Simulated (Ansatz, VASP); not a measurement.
**TiSi2 in VASP and in Ansatz**

```
Ti Si
1.0
     0.00000    3.80437    4.27960
     2.21156    0.00000    4.27960
     2.21156    3.80437    0.00000
Ti Si
2 4
Direct
  0.75000 0.75000 0.75000
  0.50000 0.50000 0.50000
  0.08682 0.41318 0.08682
  0.41318 0.08682 0.41318
  0.16318 0.83682 0.16318
  0.83682 0.16318 0.83682
```

Change from the starting cell: strain -0.080 along x and y, +0.000 along z, atoms carried along.

Alike in both runs: task single point; functional PBE; k mesh 14 × 14 × 14; occupations gaussian, width 0.15 eV; no spin polarisation.

|  | VASP | Ansatz |
| --- | --- | --- |
| version | VASP 6.6.1 | Ansatz 0.2.0 |
| potentials or method | VASP PAW PBE potentials, release 64 (Ti_sv, Si), cutoff 520 eV | scalar-relativistic, plane waves, PAW |
| valence electrons in the cell | 40 | 40 |

Ansatz gave:

| Quantity | Value |
| --- | --- |
| gap on the k mesh at the Fermi level (eV) | none |
| pressure (GPa) | 33.0 |
| traceless stress, the component that is largest in VASP (GPa) | -21.09 |
| rms of the force components (eV/Å) | 0.004 |

Task: Estimate VASP's values.

Result: gap on the k mesh at the Fermi level (eV): none; pressure (GPa): 32.9; traceless stress, the component that is largest in VASP (GPa): -21.06; rms of the force components (eV/Å): 0.004.

Atom by atom the forces differ by 0.000 eV/Å (rms over components). A gap of «none» marks a metal or a gap that the smearing closes. Both programs put the cell under a high pressure, so it lies far from rest at this level.
